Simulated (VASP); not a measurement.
# Ti (Cmcm) in VASP: notebook

Runs on Ti. Level: r2SCAN. Tasks: single point.

Everything below comes from runs of VASP 6.6.1. Logs are shortened: lines on timing, memory, paths and dates and some standing lists are left out, and cuts for length are marked.

## 1. The cell of the first run

Symmetry: Cmcm, No. 63, orthorhombic system. Conventional cell: a = 2.950 Å, b = 5.110 Å, c = 4.680 Å, α = 90.00°, β = 90.00°, γ = 90.00°. Ti (site symmetry m2m) has 12 Ti at 2.89 to 2.95 Å within 3.8 Å.

## 2. Single point, r2SCAN

POSCAR

```
Ti
1.0
    2.9500000000      0.0000000000      0.0000000000
   -1.4750000000      2.5547750000      0.0000000000
    0.0000000000      0.0000000000      4.6800000000
Ti
2
Direct
    0.3333333333      0.6666666667      0.2500000000
    0.6647095472      0.3294190943      0.7500000000
```

INCAR.step1

```
  PREC = Accurate
  ENCUT = 520
  ISMEAR = -1
  SIGMA = 0.05
  LREAL = F
  LASPH = T
  NELM = 60
  NBANDS = 19
  GGA = PE
  ALGO = Normal
  EDIFF = 1E-4
  LWAVE = T
  LCHARG = F
```

INCAR.step2

```
  PREC = Accurate
  ENCUT = 520
  EDIFF = 1E-7
  ISMEAR = -1
  SIGMA = 0.05
  LREAL = F
  LASPH = T
  NELM = 60
  ALGO = Normal
  ISIF = 2
  LWAVE = F
  LCHARG = T
  METAGGA = R2SCAN
  LMIXTAU = T
  LELF = T
  LVHAR = T
  NBANDS = 19
  ISTART = 1
```

KPOINTS

```
regular mesh
0
Gamma
  11 11 6
```

Potentials or basis: VASP PAW PBE potentials, release 64 (Ti_sv).

Started as:

```bash
$ cat potpaw_PBE.64/Ti_sv/POTCAR > POTCAR
$ cp INCAR.step1 INCAR
$ mpirun -np 1 vasp_std > vasp.out
$ cp INCAR.step2 INCAR
$ mpirun -np 1 vasp_std > vasp.out
```

OUTCAR:

```text
PREC = Accurate
   ENCUT = 520
   EDIFF = 1E-7
   ISMEAR = -1
   LREAL = F
   LASPH = T
   NELM = 60
   ISIF = 2
   METAGGA = R2SCAN
   ISTART = 1

 ion  position               nearest neighbor table
   1  0.333  0.667  0.250-   2 2.89   2 2.89   2 2.90   2 2.90   2 2.90   2 2.90
   2  0.665  0.329  0.750-   1 2.89   1 2.89   1 2.90   1 2.90   1 2.90   1 2.90

  LATTYP: Found a hexagonal cell.
 ALAT       =     2.9500000000
 C/A-ratio  =     1.5864406780

  Lattice vectors:

 A1 = (   2.9500000000,   0.0000000000,   0.0000000000)
 A2 = (  -1.4750000000,   2.5547750000,   0.0000000000)
 A3 = (   0.0000000000,   0.0000000000,   4.6800000000)

Analysis of symmetry for initial positions (statically):
=====================================================================
 Subroutine PRICEL returns:
 Original cell was already a primitive cell.

 Routine SETGRP: Setting up the symmetry group for a
 hexagonal supercell.

 Subroutine GETGRP returns: Found  8 space group operations
 (whereof  2 operations were pure point group operations)
 out of a pool of 24 trial point group operations.

The static configuration has the point symmetry C_1h.
 The point group associated with its full space group is D_2h.

Analysis of symmetry for dynamics (positions and initial velocities):
=====================================================================
 Subroutine PRICEL returns:
 Original cell was already a primitive cell.

 Routine SETGRP: Setting up the symmetry group for a
 hexagonal supercell.

 Subroutine GETGRP returns: Found  8 space group operations
 (whereof  2 operations were pure point group operations)
 out of a pool of 24 trial point group operations.

The dynamic configuration has the point symmetry C_1h.
 The point group associated with its full space group is D_2h.

 Subroutine INISYM returns: Found  8 space group operations
 (whereof  2 operations are pure point group operations),
 and found     1 'primitive' translations

----------------------------------------------------------------------------------------

                                     Primitive cell

  volume of cell :      35.2712

  direct lattice vectors                    reciprocal lattice vectors
     2.950000000  0.000000000  0.000000000     0.338983051  0.195711951  0.000000000
    -1.475000000  2.554775000  0.000000000     0.000000000  0.391423902  0.000000000
     0.000000000  0.000000000  4.680000000     0.000000000  0.000000000  0.213675214

  length of vectors
     2.950000000  2.950000051  4.680000000     0.391423909  0.391423902  0.213675214

  position of ions in fractional coordinates (direct lattice)
     0.333333333  0.666666667  0.250000000
     0.664709547  0.329419094  0.750000000

  ion indices of the primitive-cell ions
   primitive index   ion index
                 1           1
                 2           2

----------------------------------------------------------------------------------------

 KPOINTS: regular mesh

Automatic generation of k-mesh.
 Grid dimensions read from file:
 generate k-points for:   11   11    6

 Generating k-lattice:

  Cartesian coordinates                     Fractional coordinates (reciprocal lattice)
     0.030816641  0.017791996  0.000000000     0.090909091 -0.000000000  0.000000000
     0.000000000  0.035583991  0.000000000     0.000000000  0.090909091  0.000000000
     0.000000000  0.000000000  0.035612536     0.000000000  0.000000000  0.166666667

  Length of vectors
     0.035583992  0.035583991  0.035612536

  Shift w.r.t. Gamma in fractional coordinates (k-lattice)
     0.000000000  0.000000000  0.000000000

 Subroutine IBZKPT returns following result:
 ===========================================

 Found    144 irreducible k-points:

 Following reciprocal coordinates:
            Coordinates               Weight
  0.000000  0.000000  0.000000      1.000000
  0.090909  0.000000  0.000000      4.000000
  0.000000  0.090909  0.000000      2.000000
  0.181818  0.000000  0.000000      4.000000
  0.000000  0.181818  0.000000      2.000000
  0.272727  0.000000  0.000000      4.000000
[... 16 lines left out ...]
  0.454545  0.090909  0.000000      4.000000
 -0.090909 -0.454545  0.000000      2.000000
 [... further k-points ...]
   k-points           NKPTS =    144   k-points in BZ     NKDIM =    144   number of bands    NBANDS=     19
   number of dos      NEDOS =    301   number of ions     NIONS =      2
   total plane-waves  NPLWV =  20736
   dimension x,y,z NGX =    24 NGY =   24 NGZ =   36
   dimension x,y,z NGXF=    48 NGYF=   48 NGZF=   72
   ions per type =               2
   NGX,Y,Z   is equivalent  to a cutoff of  13.53, 13.53, 12.79 a.u.
   NGXF,Y,Z  is equivalent  to a cutoff of  27.05, 27.05, 25.58 a.u.
 SYSTEM =  unknown system
   PREC   = accura    normal or accurate (medium, high low for compatibility)
   ISTART =      1    job   : 0-new  1-cont  2-samecut
   ICHARG =      0    charge: 1-file 2-atom 10-const
   ISPIN  =      1    spin polarized calculation?
   LNONCOLLINEAR =      F non collinear calculations
   LSORBIT =      F    spin-orbit coupling
   LASPH  =      T    aspherical Exc in radial PAW
   ENCUT  =  520.0 eV  38.22 Ry    6.18 a.u.   5.49  5.49  8.70*2*pi/ulx,y,z
   NELM   =     60;   NELMIN=  2; NELMDL=  0     # of ELM steps
   EDIFF  = 0.1E-06   stopping-criterion for ELM
   LREAL  =      F    real-space projection
   EDIFFG = 0.1E-05   stopping-criterion for IOM
   NSW    =      0    number of steps for IOM
   IBRION =     -1    ionic relax: 0-MD 1-quasi-New 2-CG
   NFREE  =      0    steps in history (QN), initial steepest desc. (CG)
   ISIF   =      2    stress and relaxation
   ISYM   =      2    0-nonsym 1-usesym 2-fastsym
   POTIM  = 0.5000    time-step for ionic-motion
   TEBEG  =    0.0;   TEEND  =   0.0 temperature during run
   PSTRESS=    0.0 pullay stress
   NELECT =      24.0000    total number of electrons
   NUPDOWN=      -1.0000    fix difference up-down
   EMIN   =  10.00;   EMAX   =-10.00  energy-range for DOS
   EFERMI =   0.00;   METHOD = LEGACY
   ISMEAR =    -1;   SIGMA  =   0.05  broadening in eV -4-tet -1-fermi 0-gaus
   EFERMI_NEDOS =   21; number of points for ismear=-14 and -15
   IALGO  =     38    algorithm
   IMIX   =      4    mixing-type and parameters
     AMIX     =   0.40;   BMIX     =  1.00
     AMIX_MAG =   1.60;   BMIX_MAG =  1.00
  volume/ion in A,a.u.               =      17.64       119.01
  Fermi-wavevector in a.u.,A,eV,Ry     =   1.439920  2.721054 28.209911  2.073370
  Thomas-Fermi vector in A             =   2.558722
   LORBIT       =      0    0 simple, 1 ext, 2 COOP (PROOUT), +10 PAW based schemes
   METAGGA = R2SCAN    functional components
   LHFCALC =     F    Hartree Fock is set to
   AEXX    =    0.0000 exact exchange contribution
   IVDW    =     0    specifies the selected vdW correction
   LEPSILON=     F    determine dielectric tensor
   LRPA    =     F    only Hartree local field effects (RPA)
 non-spin polarized calculation
  energy-cutoff  :      520.00
  volume of cell :       35.27
 maximum number of plane-waves:       971
 NGX is ok and might be reduce to    24
   NGX = 11   NGY = 11   NGZ = 17

 number of electron      24.0000002 magnetization

 Free energy of the ion-electron system (eV)
  ---------------------------------------------------
  ext. energy  EPLUGINS =         0.00000000
  ---------------------------------------------------
  free energy    TOTEN  =       -25.90439996 eV

  energy without entropy =      -25.88819531  energy(sigma->0) =      -25.89629764

 E-fermi :   8.2342     XC(G=0): -12.3189

 val. band max:        8.2244542860   @ k =   0.1818   0.0000   0.1667
 cond. band min:       8.2403418333   @ k =   0.3636   0.1818   0.3333
 fundamental gap:      0.0158875473
 Fermi energy:         8.2342274272

 k-point     1 :       0.0000    0.0000    0.0000
  band No.  band energies     occupation
      1     -51.0345      2.00000
      2     -50.9004      2.00000
      3     -26.5732      2.00000
      4     -25.9409      2.00000
      5     -25.9383      2.00000
      6     -25.8742      2.00000
[... 11 lines left out ...]
     18      10.0570      0.00000
     19      11.5401      0.00000

 k-point     2 :       0.0909    0.0000    0.0000
  band No.  band energies     occupation
      1     -51.0265      2.00000
      2     -50.8972      2.00000
      3     -26.5552      2.00000
      4     -25.9758      2.00000
      5     -25.9523      2.00000
      6     -25.8816      2.00000
[... 11 lines left out ...]
     18       9.9125      0.00000
     19      11.6333      0.00000

 k-point     3 :       0.0000    0.0909    0.0000
  band No.  band energies     occupation
      1     -51.0265      2.00000
      2     -50.8973      2.00000
      3     -26.5550      2.00000
      4     -25.9775      2.00000
      5     -25.9506      2.00000
      6     -25.8818      2.00000
[... 11 lines left out ...]
     18       9.9234      0.00000
     19      11.6113      0.00000

 k-point     4 :       0.1818    0.0000    0.0000
  band No.  band energies     occupation
      1     -51.0046      2.00000
      2     -50.8891      2.00000
      3     -26.5045      2.00000
      4     -26.0754      2.00000
      5     -25.9838      2.00000
      6     -25.9806      2.00000
[... 11 lines left out ...]
     18      10.1716      0.00000
     19      11.7655      0.00000

 k-point     5 :       0.0000    0.1818    0.0000
  band No.  band energies     occupation
      1     -51.0044      2.00000
      2     -50.8893      2.00000
      3     -26.5037      2.00000
      4     -26.0767      2.00000
      5     -25.9823      2.00000
      6     -25.9800      2.00000
[... 11 lines left out ...]
     18      10.1618      0.00000
     19      11.7502      0.00000

 k-point     6 :       0.2727    0.0000    0.0000
  band No.  band energies     occupation
      1     -50.9742      2.00000
      2     -50.8800      2.00000
      3     -26.4300      2.00000
      4     -26.2076      2.00000
      5     -26.1061      2.00000
      6     -26.0231      2.00000
[... 11 lines left out ...]
     18      10.7643      0.00000
     19      11.8785      0.00000

 k-point     7 :       0.0000    0.2727    0.0000
  band No.  band energies     occupation
      1     -50.9738      2.00000
      2     -50.8804      2.00000
      3     -26.4280      2.00000
      4     -26.2081      2.00000
      5     -26.1063      2.00000
      6     -26.0220      2.00000
[... 11 lines left out ...]
     18      10.7569      0.00000
     19      11.8684      0.00000

 k-point     8 :       0.3636    0.0000    0.0000
  band No.  band energies     occupation
      1     -50.9434      2.00000
      2     -50.8744      2.00000
      3     -26.3469      2.00000
      4     -26.3300      2.00000
      5     -26.2171      2.00000
      6     -26.0580      2.00000
[... 256 lines left out ...]
 k-point    20 :       0.3636    0.0909    0.0000
  band No.  band energies     occupation
      1     -50.9275      2.00000
      2     -50.8738      2.00000
      3     -26.3650      2.00000
      4     -26.2993      2.00000
      5     -26.2530      2.00000
      6     -26.0870      2.00000
[... 11 lines left out ...]
     18      11.9058      0.00000
     19      12.1512      0.00000

 k-point    21 :      -0.0909    0.4545    0.0000
  band No.  band energies     occupation
      1     -50.9265      2.00000
      2     -50.8747      2.00000
      3     -26.3647      2.00000
      4     -26.2946      2.00000
      5     -26.2540      2.00000
      6     -26.0863      2.00000
[... 11 lines left out ...]
     18      11.9032      0.00000
     19      12.1578      0.00000

 k-point    22 :      -0.4545    0.3636    0.0000
  band No.  band energies     occupation
      1     -50.9277      2.00000
      2     -50.8736      2.00000
      3     -26.3650      2.00000
      4     -26.3003      2.00000
      5     -26.2527      2.00000
      6     -26.0872      2.00000
[... 11 lines left out ...]
     18      11.9103      0.00000
     19      12.1500      0.00000

 k-point    23 :       0.4545    0.0909    0.0000
  band No.  band energies     occupation
      1     -50.9157      2.00000
      2     -50.8747      2.00000
      3     -26.4011      2.00000
      4     -26.2798      2.00000
      5     -26.2611      2.00000
      6     -26.1015      2.00000
[... 11 lines left out ...]
     18      11.9193      0.00000
     19      12.7875      0.00000

 k-point    24 :      -0.0909   -0.4545    0.0000
  band No.  band energies     occupation
      1     -50.9141      2.00000
      2     -50.8762      2.00000
      3     -26.4007      2.00000
      4     -26.2812      2.00000
      5     -26.2534      2.00000
      6     -26.1007      2.00000
[... 11 lines left out ...]
     18      11.9154      0.00000
     19      12.8091      0.00000

 [... further k-points ...]

------------------------ aborting loop because EDIFF is reached ----------------------------------------

  FORCE on cell =-STRESS in cart. coord.  units (eV):
  Direction    XX          YY          ZZ          XY          YZ          ZX
  --------------------------------------------------------------------------------------
  -------------------------------------------------------------------------------------
  Total       -0.3867218     -0.3191466     -0.4240464      0.0000000      0.0000000      0.0000000
  in kB      -17.5666393    -14.4970710    -19.2620906      0.0000000      0.0000000      0.0000000
  external PRESSURE =     -17.1086003 kB  Pullay stress =       0.0000000 kB

 VOLUME and BASIS-vectors are now :
 -----------------------------------------------------------------------------
  energy-cutoff  :      520.00
  volume of cell :       35.27
      direct lattice vectors                 reciprocal lattice vectors
     2.950000000  0.000000000  0.000000000     0.338983051  0.195711951  0.000000000
    -1.475000000  2.554775000  0.000000000     0.000000000  0.391423902  0.000000000
     0.000000000  0.000000000  4.680000000     0.000000000  0.000000000  0.213675214

 POSITION                                       TOTAL-FORCE (eV/Angst)
 -----------------------------------------------------------------------------------
     -0.00000      1.70318      1.17000         0.000000     -0.019147      0.000000
      1.47500      0.84159      3.51000         0.000000      0.019147      0.000000
 -----------------------------------------------------------------------------------
    total drift:                                0.000001      0.000022      0.000000

  FREE ENERGIE OF THE ION-ELECTRON SYSTEM (eV)
  ---------------------------------------------------
  free  energy   TOTEN  =       -25.9043999607 eV

  energy  without entropy=      -25.8881953107  energy(sigma->0) =      -25.89629764
```

It took 5.9 min on 1 thread of Intel Xeon Platinum 8375C at 2.90GHz (Ice Lake), shared host; peak memory 0.21 GiB.

What came out:

* Free energy: -25.9044 eV
* Pressure: -1.7 GPa
* Largest force: 0.019 eV/Å
* Band gap on the k mesh: zero (band 12 reaches 9.09 eV, above the bottom of band 13 at 7.86 eV)

Forces on the atoms (eV/Å):
```
Ti   0.000 -0.019  0.000
Ti   0.000  0.019  0.000
```

Levels at points of the mesh, in eV from the Fermi level:
```
           k point  band 9  band 10  band 11  band 12  band 13  band 14  band 15  band 16
(0.00, 0.00, 0.00)   -6.58    -2.83     0.50     0.85     0.86     0.95     1.37     1.38
(0.00, 0.00, 0.50)   -4.67    -4.67     0.06     0.06     0.77     0.77     0.78     0.78
```

Caveat: the PAW data sets were made with another functional, which shifts forces and pressure a little.

## 3. Single point, r2SCAN

Edit POSCAR of step 2 so:

```diff
@@ -9,2 +9,2 @@
     0.3333333333      0.6666666667      0.2500000000
-    0.6647095472      0.3294190943      0.7500000000
+    0.6686237862      0.3372475724      0.7500000000
```

INCAR.step1

```
SYSTEM = Ti
ALGO = Normal
EDIFF = 1E-4
ENCUT = 520
GGA = PE
ISMEAR = -1
LASPH = .True.
LCHARG = .False.
LREAL = .False.
LWAVE = .True.
NBANDS = 19
NELM = 100
PREC = Accurate
SIGMA = 0.05
```

INCAR.step2

```
SYSTEM = Ti
ALGO = Normal
EDIFF = 1E-7
ENCUT = 520
ISIF = 2
ISMEAR = -1
ISTART = 1
LASPH = .True.
LCHARG = .True.
LELF = .True.
LMIXTAU = .True.
LREAL = .False.
LVHAR = .True.
LWAVE = .False.
METAGGA = R2SCAN
NBANDS = 19
NELM = 100
PREC = Accurate
SIGMA = 0.05
```

KPOINTS

```
k-points
0
Gamma
  11 11 6
  0 0 0
```

Potentials or basis: VASP PAW PBE potentials, release 64 (Ti_sv).

Started as:

```bash
$ cat potpaw_PBE.64/Ti_sv/POTCAR > POTCAR
$ cp INCAR.step1 INCAR
$ mpirun -np 1 vasp_std > vasp.out
$ cp INCAR.step2 INCAR
$ mpirun -np 1 vasp_std > vasp.out
```

Run time: 5.7 min. Hardware: 1 thread of Intel Xeon Platinum 8375C at 2.90GHz (Ice Lake), shared host; peak memory 0.21 GiB.

It converged, with:

```yaml
Free_energy: -25.9044 eV
Pressure: -1.7 GPa
Largest_force: 0.019 eV/Å
Band_gap_on_the_k_mesh: zero (band 12 reaches 9.09 eV, above the bottom of band 13 at 7.86 eV)
```

Forces in eV/Å, atoms in the order of the input:
```
Ti   0.000  0.019  0.000
Ti   0.000 -0.019  0.000
```

Stress tensor (GPa, compression positive):
```
-1.45  0.00  0.00
 0.00 -1.76  0.00
 0.00  0.00 -1.93
```

Levels at points of the mesh, in eV from the Fermi level:
| k point | band 9 | band 10 | band 11 | band 12 | band 13 | band 14 | band 15 | band 16 |
| --- | --- | --- | --- | --- | --- | --- | --- | --- |
| (0.00, 0.00, 0.00) | -6.58 | -2.83 | 0.50 | 0.85 | 0.86 | 0.95 | 1.37 | 1.38 |
| (0.00, 0.00, 0.50) | -4.67 | -4.67 | 0.06 | 0.06 | 0.77 | 0.77 | 0.78 | 0.78 |

Caveat: the PAW data sets were made with another functional, which shifts forces and pressure a little.

(Part 1 of 2 ends here.)
